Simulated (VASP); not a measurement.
# Ir (Fm-3m) in VASP: notebook, part 2 of 2

VASP 6.6.1. The steps go on from the part before.

## (3) Single point, PBEsol, collinear spin, ferromagnetic start (volume scaled by 0.88)

Input file INCAR:

```
SYSTEM = Ir
ALGO = Normal ; EDIFF = 1E-6
ENCUT = 520 ; GGA = PS
ISIF = 2 ; ISMEAR = -1
ISPIN = 2 ; LASPH = .TRUE.
LCHARG = .FALSE. ; LMAXMIX = 4
LORBIT = 11 ; LREAL = .FALSE.
LWAVE = .FALSE. ; MAGMOM = 1
NBANDS = 14 ; NELM = 150
PREC = Accurate ; SIGMA = 0.05
```

Input file KPOINTS:

```
k-points
0
G
  23 23 23
  0 0 0
```

Input file POSCAR:

```
Ir
1.0
    0.0000000000      1.8356141864      1.8356141864
    1.8356141864      0.0000000000      1.8356141864
    1.8356141864      1.8356141864      0.0000000000
Ir
1
Direct
    0.0000000000      0.0000000000      0.0000000000
```

Potentials or basis: VASP PAW PBE potentials, release 64 (Ir).

Launch:

```console
cat potpaw_PBE.64/Ir/POTCAR > POTCAR
mpirun -np 1 vasp_std > vasp.out
```

OUTCAR:

```text
SYSTEM = Ir
   EDIFF = 1E-6
   ENCUT = 520
   GGA = PS
   ISIF = 2
   ISMEAR = -1
   ISPIN = 2
   LASPH = .TRUE.
   LORBIT = 11
   LREAL = .FALSE.
   NELM = 150
   PREC = Accurate

 ion  position               nearest neighbor table
   1  0.000  0.000  0.000-

  LATTYP: Found a face centered cubic cell.
 ALAT       =     3.6712283728

  Lattice vectors:

 A1 = (   0.0000000000,   1.8356141864,   1.8356141864)
 A2 = (   1.8356141864,   0.0000000000,   1.8356141864)
 A3 = (   1.8356141864,   1.8356141864,   0.0000000000)

Analysis of symmetry for initial positions (statically):
=====================================================================
 Subroutine PRICEL returns:
 Original cell was already a primitive cell.

 Routine SETGRP: Setting up the symmetry group for a
 face centered cubic supercell.

 Subroutine GETGRP returns: Found 48 space group operations
 (whereof 48 operations were pure point group operations)
 out of a pool of 48 trial point group operations.

The static configuration has the point symmetry O_h .

Analysis of symmetry for dynamics (positions and initial velocities):
=====================================================================
 Subroutine PRICEL returns:
 Original cell was already a primitive cell.

 Routine SETGRP: Setting up the symmetry group for a
 face centered cubic supercell.

 Subroutine GETGRP returns: Found 48 space group operations
 (whereof 48 operations were pure point group operations)
 out of a pool of 48 trial point group operations.

The dynamic configuration has the point symmetry O_h .

Analysis of structural, dynamic, and magnetic symmetry:
=====================================================================
 Subroutine PRICEL returns:
 Original cell was already a primitive cell.

 Routine SETGRP: Setting up the symmetry group for a
 face centered cubic supercell.

 Subroutine GETGRP returns: Found 48 space group operations
 (whereof 48 operations were pure point group operations)
 out of a pool of 48 trial point group operations.

The overall configuration has the point symmetry O_h .

 Subroutine INISYM returns: Found 48 space group operations
 (whereof 48 operations are pure point group operations),
 and found     1 'primitive' translations

----------------------------------------------------------------------------------------

                                     Primitive cell

  volume of cell :      12.3701

  direct lattice vectors                    reciprocal lattice vectors
     0.000000000  1.835614186  1.835614186    -0.272388394  0.272388394  0.272388394
     1.835614186  0.000000000  1.835614186     0.272388394 -0.272388394  0.272388394
     1.835614186  1.835614186  0.000000000     0.272388394  0.272388394 -0.272388394

  length of vectors
     2.595950478  2.595950478  2.595950478     0.471790538  0.471790538  0.471790538

  position of ions in fractional coordinates (direct lattice)
     0.000000000  0.000000000  0.000000000

  ion indices of the primitive-cell ions
   primitive index   ion index
                 1           1

----------------------------------------------------------------------------------------

 KPOINTS: k-points

Automatic generation of k-mesh.
 Grid dimensions read from file:
[... 72 lines left out ...]
   ISYM   =      2    0-nonsym 1-usesym 2-fastsym
   POTIM  = 0.5000    time-step for ionic-motion
   TEBEG  =    0.0;   TEEND  =   0.0 temperature during run
   PSTRESS=    0.0 pullay stress
   NELECT =       9.0000    total number of electrons
   NUPDOWN=      -1.0000    fix difference up-down
   EMIN   =  10.00;   EMAX   =-10.00  energy-range for DOS
   EFERMI =   0.00;   METHOD = LEGACY
   ISMEAR =    -1;   SIGMA  =   0.05  broadening in eV -4-tet -1-fermi 0-gaus
   EFERMI_NEDOS =   21; number of points for ismear=-14 and -15
   IALGO  =     38    algorithm
   IMIX   =      4    mixing-type and parameters
     AMIX     =   0.40;   BMIX     =  1.00
     AMIX_MAG =   1.60;   BMIX_MAG =  1.00
  volume/ion in A,a.u.               =      12.37        83.48
  Fermi-wavevector in a.u.,A,eV,Ry     =   1.472417  2.782465 29.497606  2.168013
  Thomas-Fermi vector in A             =   2.587434
   LORBIT       =     11    0 simple, 1 ext, 2 COOP (PROOUT), +10 PAW based schemes
   GGA     = PS    functional components
   LHFCALC =     F    Hartree Fock is set to
   AEXX    =    0.0000 exact exchange contribution
   IVDW    =     0    specifies the selected vdW correction
   LEPSILON=     F    determine dielectric tensor
   LRPA    =     F    only Hartree local field effects (RPA)
 spin polarized calculation
  energy-cutoff  :      520.00
  volume of cell :       12.37
 maximum number of plane-waves:       343
   NGX =  9   NGY =  9   NGZ =  9

 number of electron       9.0000001 magnetization      -0.0006254

 number of electron       9.0000001 magnetization       0.0001295

 Free energy of the ion-electron system (eV)
  ---------------------------------------------------
  ext. energy  EPLUGINS =         0.00000000
  ---------------------------------------------------
  free energy    TOTEN  =        -9.49574120 eV

  energy without entropy =       -9.49056527  energy(sigma->0) =       -9.49315323

 E-fermi :  12.7279     XC(G=0): -14.9000

 val. band max:       12.7266790783   @ k =   0.3043   0.1739   0.0000
 cond. band min:      12.7309468773   @ k =  -0.3043   0.2174   0.0870
 fundamental gap:      0.0042677990
 Fermi energy:        12.7279362274

 spin component 1

 k-point     1 :       0.0000    0.0000    0.0000
  band No.  band energies     occupation
      1       0.0404      1.00000
      2       7.9570      1.00000
      3       7.9570      1.00000
      4       7.9570      1.00000
      5      11.3110      1.00000
      6      11.3110      1.00000
      7      26.7045      0.00000
      8      33.1147      0.00000
      9      33.1147      0.00000
     10      33.1147      0.00000
     11      38.2644      0.00000
     12      44.6045      0.00000
     13      44.6045      0.00000
     14      44.6045      0.00000
[... 379 lines left out ...]
      3       7.8831      1.00000
      4      11.2309      1.00000
      5      13.8728      0.00000
      6      14.3720      0.00000
      7      21.4431      0.00000
      8      26.4620      0.00000
      9      33.4998      0.00000
     10      33.6938      0.00000
     11      44.6719      0.00000
     12      44.7939      0.00000
     13      44.8793      0.00000
     14      45.0323      0.00000

 [... further k-points ...]

 spin component 2

 k-point     1 :       0.0000    0.0000    0.0000
  band No.  band energies     occupation
      1       0.0404      1.00000
      2       7.9571      1.00000
      3       7.9571      1.00000
      4       7.9571      1.00000
      5      11.3110      1.00000
      6      11.3110      1.00000
      7      26.7046      0.00000
      8      33.1147      0.00000
      9      33.1147      0.00000
     10      33.1147      0.00000
     11      38.2644      0.00000
     12      44.6047      0.00000
     13      44.6047      0.00000
     14      44.6047      0.00000
[... 379 lines left out ...]
      3       7.8831      1.00000
      4      11.2309      1.00000
      5      13.8729      0.00000
      6      14.3721      0.00000
      7      21.4432      0.00000
      8      26.4621      0.00000
      9      33.4998      0.00000
     10      33.6939      0.00000
     11      44.6719      0.00000
     12      44.7903      0.00000
     13      44.8563      0.00000
     14      45.0418      0.00000

 [... further k-points ...]

------------------------ aborting loop because EDIFF is reached ----------------------------------------

  FORCE on cell =-STRESS in cart. coord.  units (eV):
  Direction    XX          YY          ZZ          XY          YZ          ZX
  --------------------------------------------------------------------------------------
  -------------------------------------------------------------------------------------
  Total        5.4154265      5.4154265      5.4154265      0.0000000      0.0000000      0.0000000
  in kB      701.4052914    701.4052914    701.4052914      0.0000000      0.0000000      0.0000000
  external PRESSURE =     701.4052914 kB  Pullay stress =       0.0000000 kB

 VOLUME and BASIS-vectors are now :
 -----------------------------------------------------------------------------
  energy-cutoff  :      520.00
  volume of cell :       12.37
      direct lattice vectors                 reciprocal lattice vectors
     0.000000000  1.835614186  1.835614186    -0.272388394  0.272388394  0.272388394
     1.835614186  0.000000000  1.835614186     0.272388394 -0.272388394  0.272388394
     1.835614186  1.835614186  0.000000000     0.272388394  0.272388394 -0.272388394

 POSITION                                       TOTAL-FORCE (eV/Angst)
 -----------------------------------------------------------------------------------
      0.00000      0.00000      0.00000        -0.000000     -0.000000     -0.000000
 -----------------------------------------------------------------------------------
    total drift:                                0.000000     -0.000000     -0.000000

  FREE ENERGIE OF THE ION-ELECTRON SYSTEM (eV)
  ---------------------------------------------------
  free  energy   TOTEN  =        -9.4957411992 eV

  energy  without entropy=       -9.4905652653  energy(sigma->0) =       -9.49315323

 total charge

# of ion       s       p       d       tot
------------------------------------------
    1        0.759   0.943   7.222   8.923

 magnetization (x)

# of ion       s       p       d       tot
------------------------------------------
    1       -0.000  -0.000   0.000   0.000
```

Run time: 66 s. Hardware: 1 thread of Intel Xeon Platinum 8559C (Emerald Rapids), shared host; peak memory 0.21 GiB.

What came out:

* Free energy: -9.4957 eV
* Pressure: 70.1 GPa
* Net moment: 0.00 μB per cell
* Valence electrons inside the program's atomic spheres: Ir 8.92

Levels at points of the mesh, in eV from the Fermi level:
Spin up:
```
           k point  band 2  band 3  band 4  band 5  band 6  band 7
(0.00, 0.00, 0.00)   -4.77   -4.77   -4.77   -1.42   -1.42   13.98
```
Spin down:
```
           k point  band 1  band 2  band 3  band 4  band 5  band 6  band 7  band 8  band 9
(0.00, 0.00, 0.00)  -12.69   -4.77   -4.77   -4.77   -1.42   -1.42   13.98   20.39   20.39
```

Caveat: the PAW data sets were made with another functional, which shifts forces and pressure a little; spin-orbit coupling is left out, which moves the levels of the heavy elements.
